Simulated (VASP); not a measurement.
Here is a VASP 6.6.1 calculation.

INCAR

```
SYSTEM = GaN
  ALGO = Normal
  EDIFF = 1E-6
  ENCUT = 520
  GGA = PE
  ISIF = 2
  ISMEAR = 0
  LASPH = .TRUE.
  LCHARG = .TRUE.
  LELF = .TRUE.
  LREAL = .FALSE.
  LVHAR = .TRUE.
  LWAVE = .FALSE.
  NBANDS = 26
  NELM = 100
  PREC = Accurate
  SIGMA = 0.05
```

KPOINTS

```
k-points
0
G
  12 12 6
  0 0 0
```

File POSCAR:

```
GaN
1.0
    3.2184289164      0.0402303615      0.0000000000
   -1.5743739432      2.7671260212      0.0000000000
    0.0000000000      0.0000000000      5.2430304702
Ga N
2 2
Direct
    0.3333333333      0.6666666667      0.9991316875
    0.6666666667      0.3333333333      0.4991316875
    0.3333333333      0.6666666667      0.3758683125
    0.6666666667      0.3333333333      0.8758683125
```

Potentials or basis: VASP PAW PBE potentials, release 64 (Ga_d, N).

The run is started by

```bash
$ cat potpaw_PBE.64/Ga_d/POTCAR potpaw_PBE.64/N/POTCAR > POTCAR
$ mpirun -np 1 vasp_std > vasp.out
```

**Question.** What does it give for the largest force?

**Answer.** 0.207 eV/Å.

**Question.** Estimate the band gap on the k mesh.

**Answer.** 1.66 eV, direct.

Stress tensor (GPa, compression positive):
```
 0.26 -3.55  0.00
-3.55  0.27  0.00
 0.00  0.00  0.19
```

Caveat: the cell differs from its parent crystal (strain +0.0250 x Voigt [0, 0, 0, 0, 0, 1]).
